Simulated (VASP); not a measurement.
Runs of VASP 6.6.1 on LiF. The structure is that of space group Fm-3m (No. 225), or close to it. The cells are those of the table. 

```tsv
task	cell	gap on the mesh (eV)
electric field gradients	a = 2.820, b = 2.820, c = 2.791 Å, angles 60.3, 60.3, 59.3°, 2 atoms	9.17
electric field gradients	a = 2.863, b = 2.863, c = 2.877 Å, angles 59.8, 59.8, 60.3°, 2 atoms	8.65
single point	a = 2.834 Å, angles 60.7°, 2 atoms	8.78
single point	a = 2.820 Å, angles 61.3°, 2 atoms	8.73
single point	a = 2.886 Å, angles 60.0°, 2 atoms	(a)
single point	a = 2.904 Å, angles 60.0°, 2 atoms	8.33
electric field gradients	a = 2.863 Å, angles 59.3°, 2 atoms	(b)
```

Alike in all rows: level LDA; potentials or basis VASP PAW LDA potentials, release 64 (Li_sv, F); no spin polarisation; k mesh 10 × 10 × 10; cutoff (eV) 520; smearing fermi-dirac 0.03 eV.

Problem. Estimate the missing entries.

Solution. (a) 8.49; (b) 8.81.

A k mesh can miss the band edges.
